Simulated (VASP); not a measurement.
# Mn (Fd-3m) in VASP: notebook, part 2 of 2

VASP 6.6.1. Earlier steps stand in the parts before.

### Step 5. Single point, PBE (15.79 Å³/atom)

This run uses another cell than the first one, of 15.79 Å³/atom.

INCAR reads:

```
SYSTEM = Mn
  ALGO = Normal
  EDIFF = 1E-6
  ENCUT = 520
  GGA = PE
  ISIF = 2
  ISMEAR = -1
  LASPH = .TRUE.
  LCHARG = .TRUE.
  LELF = .TRUE.
  LREAL = .FALSE.
  LVHAR = .TRUE.
  LWAVE = .FALSE.
  NBANDS = 20
  NELM = 100
  PREC = Accurate
  SIGMA = 0.1
```

KPOINTS reads:

```
k-points
0
G
  18 18 18
  0 0 0
```

POSCAR reads:

```
Mn
1.0
    0.0000000000      2.5087416164      2.5087416164
    2.5087416164      0.0000000000      2.5087416164
    2.5087416164      2.5087416164      0.0000000000
Mn
2
Direct
    0.1250000000      0.1250000000      0.1250000000
    0.8750000000      0.8750000000      0.8750000000
```

Potentials or basis: VASP PAW PBE potentials, release 64 (Mn_pv).

On the command line:

```console
$ cat potpaw_PBE.64/Mn_pv/POTCAR > POTCAR
$ mpirun -np 1 vasp_std > vasp.out
```

OUTCAR:

```text
SYSTEM = Mn
   EDIFF = 1E-6
   ENCUT = 520
   GGA = PE
   ISIF = 2
   ISMEAR = -1
   LASPH = .TRUE.
   LREAL = .FALSE.
   NELM = 100
   PREC = Accurate

 ion  position               nearest neighbor table
   1  0.125  0.125  0.125-   2 2.17   2 2.17   2 2.17   2 2.17
   2  0.875  0.875  0.875-   1 2.17   1 2.17   1 2.17   1 2.17

  LATTYP: Found a face centered cubic cell.
 ALAT       =     5.0174832328

  Lattice vectors:

 A1 = (   0.0000000000,   2.5087416164,   2.5087416164)
 A2 = (   2.5087416164,   0.0000000000,   2.5087416164)
 A3 = (   2.5087416164,   2.5087416164,   0.0000000000)

Analysis of symmetry for initial positions (statically):
=====================================================================
 Subroutine PRICEL returns:
 Original cell was already a primitive cell.

 Routine SETGRP: Setting up the symmetry group for a
 face centered cubic supercell.

 Subroutine GETGRP returns: Found 48 space group operations
 (whereof 12 operations were pure point group operations)
 out of a pool of 48 trial point group operations.

The static configuration has the point symmetry D_3d.
 The point group associated with its full space group is O_h .

[... 156 lines left out ...]
  free energy    TOTEN  =       -15.19256414 eV

  energy without entropy =      -15.12442612  energy(sigma->0) =      -15.15849513

 E-fermi :   5.6560     XC(G=0): -11.4864

 val. band max:        5.6544495924   @ k =  -0.2778   0.2778   0.0000
 cond. band min:       5.6626284761   @ k =  -0.3889   0.4444   0.0556
 fundamental gap:      0.0081788837
 Fermi energy:         5.6559735548

 k-point     1 :       0.0000    0.0000    0.0000
  band No.  band energies     occupation
      1     -42.2030      2.00000
      2     -42.2030      2.00000
      3     -42.2030      2.00000
      4     -41.5602      2.00000
      5     -41.5602      2.00000
      6     -41.5602      2.00000
[... 541 lines left out ...]
     19      16.3889      0.00000
     20      18.3158      0.00000

 [... further k-points ...]

------------------------ aborting loop because EDIFF is reached ----------------------------------------

  FORCE on cell =-STRESS in cart. coord.  units (eV):
  Direction    XX          YY          ZZ          XY          YZ          ZX
  --------------------------------------------------------------------------------------
  -------------------------------------------------------------------------------------
  Total       -0.9475501     -0.9475501     -0.9475501      0.0000000      0.0000000     -0.0000000
  in kB      -48.0745191    -48.0745191    -48.0745191      0.0000000      0.0000000     -0.0000000
  external PRESSURE =     -48.0745191 kB  Pullay stress =       0.0000000 kB

 VOLUME and BASIS-vectors are now :
 -----------------------------------------------------------------------------
  energy-cutoff  :      520.00
  volume of cell :       31.58
      direct lattice vectors                 reciprocal lattice vectors
     0.000000000  2.508741616  2.508741616    -0.199303107  0.199303107  0.199303107
     2.508741616  0.000000000  2.508741616     0.199303107 -0.199303107  0.199303107
     2.508741616  2.508741616  0.000000000     0.199303107  0.199303107 -0.199303107

 POSITION                                       TOTAL-FORCE (eV/Angst)
 -----------------------------------------------------------------------------------
      0.62719      0.62719      0.62719        -0.000000     -0.000000     -0.000000
      4.39030      4.39030      4.39030         0.000000      0.000000      0.000000
 -----------------------------------------------------------------------------------
    total drift:                                0.000000      0.000000     -0.000000

  FREE ENERGIE OF THE ION-ELECTRON SYSTEM (eV)
  ---------------------------------------------------
  free  energy   TOTEN  =       -15.1925641355 eV

  energy  without entropy=      -15.1244261152  energy(sigma->0) =      -15.15849513
```

stdout:

```text
POSCAR found type information on POSCAR Mn
 POSCAR found :  1 types and       2 ions
 scaLAPACK will be used
 LDA part: xc-table for (Slater+PW92), standard interpolation
 POSCAR, INCAR and KPOINTS ok, starting setup
 FFT: planning ... GRIDC
 FFT: planning ... GRID_SOFT
 FFT: planning ... GRID
 WAVECAR not read
 entering main loop
```

Wall time 72 s (1 thread of Intel Xeon Platinum 8488C (Sapphire Rapids), shared host); peak memory 0.22 GiB.

Results:

- Free energy: -15.1926 eV
- Pressure: -4.8 GPa
- Band gap on the k mesh: zero (bands 13 and 14 overlap by 0.67 eV)

Caveat: the cell stands under tension; the run has no spin polarisation, though such a crystal can be magnetic. Spin polarisation is off, so any magnetic state and its effect on volume and gap are missing.

### Step 6. Single point, PBE (16.40 Å³/atom)

This run uses another cell than the first one, of 16.40 Å³/atom.

INCAR reads:

```
SYSTEM = Mn
ALGO     = Normal         ! electronic algorithm
EDIFF    = 1E-6           ! SCF threshold, eV
ENCUT    = 520            ! plane-wave cutoff, eV
GGA      = PE             ! functional
ISIF     = 2              ! what is computed and relaxed
ISMEAR   = -1             ! smearing method
LASPH    = .True.         ! aspherical terms in the spheres
LCHARG   = .False.        ! write CHGCAR
LREAL    = .False.        ! projectors in reciprocal space
LWAVE    = .False.        ! write WAVECAR
NBANDS   = 20             ! bands
NELM     = 60             ! most SCF steps
PREC     = Accurate       ! precision mode
SIGMA    = 0.1            ! smearing width, eV
```

KPOINTS reads:

```
k-points
0
Gamma
  18 18 18
  0 0 0
```

POSCAR reads:

```
Mn
1.0
    0.0000000000      2.5405012110      2.5405012110
    2.5405012110      0.0000000000      2.5405012110
    2.5405012110      2.5405012110      0.0000000000
Mn
2
Direct
    0.1250000000      0.1250000000      0.1250000000
    0.8750000000      0.8750000000      0.8750000000
```

Potentials or basis: VASP PAW PBE potentials, release 64 (Mn_pv).

On the command line:

```console
$ cat potpaw_PBE.64/Mn_pv/POTCAR > POTCAR
$ mpirun -np 1 vasp_std > vasp.out
```

OUTCAR:

```text
SYSTEM = Mn
   EDIFF = 1E-6
   ENCUT = 520
   GGA = PE
   ISIF = 2
   ISMEAR = -1
   LASPH = .True.
   LREAL = .False.
   NELM = 60
   PREC = Accurate

 ion  position               nearest neighbor table
   1  0.125  0.125  0.125-   2 2.20   2 2.20   2 2.20   2 2.20
   2  0.875  0.875  0.875-   1 2.20   1 2.20   1 2.20   1 2.20

  LATTYP: Found a face centered cubic cell.
 ALAT       =     5.0810024220

  Lattice vectors:

 A1 = (   0.0000000000,   2.5405012110,   2.5405012110)
[... 739 lines left out ...]
------------------------ aborting loop because EDIFF is reached ----------------------------------------

  FORCE on cell =-STRESS in cart. coord.  units (eV):
  Direction    XX          YY          ZZ          XY          YZ          ZX
  --------------------------------------------------------------------------------------
  -------------------------------------------------------------------------------------
  Total       -1.8772920     -1.8772920     -1.8772920     -0.0000000     -0.0000000      0.0000000
  in kB      -91.7179215    -91.7179215    -91.7179215     -0.0000000     -0.0000000      0.0000000
  external PRESSURE =     -91.7179215 kB  Pullay stress =       0.0000000 kB

 VOLUME and BASIS-vectors are now :
 -----------------------------------------------------------------------------
  energy-cutoff  :      520.00
  volume of cell :       32.79
      direct lattice vectors                 reciprocal lattice vectors
     0.000000000  2.540501211  2.540501211    -0.196811557  0.196811557  0.196811557
     2.540501211  0.000000000  2.540501211     0.196811557 -0.196811557  0.196811557
     2.540501211  2.540501211  0.000000000     0.196811557  0.196811557 -0.196811557

 POSITION                                       TOTAL-FORCE (eV/Angst)
 -----------------------------------------------------------------------------------
      0.63513      0.63513      0.63513         0.000000     -0.000000      0.000000
      4.44588      4.44588      4.44588        -0.000000      0.000000     -0.000000
 -----------------------------------------------------------------------------------
    total drift:                                0.000000      0.000000     -0.000000

  FREE ENERGIE OF THE ION-ELECTRON SYSTEM (eV)
  ---------------------------------------------------
  free  energy   TOTEN  =       -15.1393562783 eV

  energy  without entropy=      -15.0686095791  energy(sigma->0) =      -15.10398293
```

stdout:

```text
POSCAR found type information on POSCAR Mn
 POSCAR found :  1 types and       2 ions
 scaLAPACK will be used
 LDA part: xc-table for (Slater+PW92), standard interpolation
 POSCAR, INCAR and KPOINTS ok, starting setup
 FFT: planning ... GRIDC
 FFT: planning ... GRID_SOFT
 FFT: planning ... GRID
 WAVECAR not read
 entering main loop
```

Wall time 91 s (1 thread of Intel Xeon Platinum 8488C (Sapphire Rapids), shared host); peak memory 0.22 GiB.

What came out:

```
Free energy            : -15.1394 eV
Pressure               : -9.2 GPa
Band gap on the k mesh : zero (bands 13 and 14 overlap by 0.65 eV)
```

Caveat: the cell stands under tension; the run has no spin polarisation, though such a crystal can be magnetic. Spin polarisation is off, so any magnetic state and its effect on volume and gap are missing.

### Step 7. The runs side by side

```tsv
cell	gap on the mesh (eV)	pressure (GPa)
a = 3.454 Å, angles 60.0°, 2 atoms	none	7.1
a = 3.502 Å, angles 60.0°, 2 atoms	none	0.5
a = 3.548 Å, angles 60.0°, 2 atoms	none	-4.8
a = 3.593 Å, angles 60.0°, 2 atoms	none	-9.2
```

Alike in all rows: task single point; level PBE; potentials or basis VASP PAW PBE potentials, release 64 (Mn_pv); no spin polarisation; k mesh 18 × 18 × 18; cutoff (eV) 520; smearing fermi-dirac 0.1 eV.

Caveats: the run has no spin polarisation, though such a crystal can be magnetic; the cell stands under tension (at least some runs); the cell stands under pressure (at least some runs).

Absolute energies hang on the potentials; compare differences alone.

The gap in the log of VASP goes by the Fermi energy; the results here count the filled bands.